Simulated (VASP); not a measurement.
The system is Nb.

```
Nb
1.0
     0.00000    2.12901    2.12901
     2.12901    0.00000    2.12901
     2.12901    2.12901    0.00000
Nb
1
Direct
  0.00000 0.00000 0.00000
```

Base run:

```yaml
Program: VASP 6.6.1
Functional: PBE
Potentials_or_basis: VASP PAW PBE potentials, release 64 (Nb_sv)
Cutoff: 520 eV
k_mesh: 11 × 11 × 11
Occupations: fermi-dirac, width 0.05 eV
Spin: no spin polarisation
```

Its results: pressure -5.1 GPa.

Question: The run is repeated on the same cell with these changes: functional from PBE to HSE06; k mesh from 11 × 11 × 11 to 6 × 6 × 6. What comes out?

Answer: Pressure -6.2 GPa.

Several settings changed at once, so the effect can't be laid on one alone.

Caveats: some runs use coarse meshes; the PAW data sets were made with another functional, which shifts forces and pressure a little (some runs).
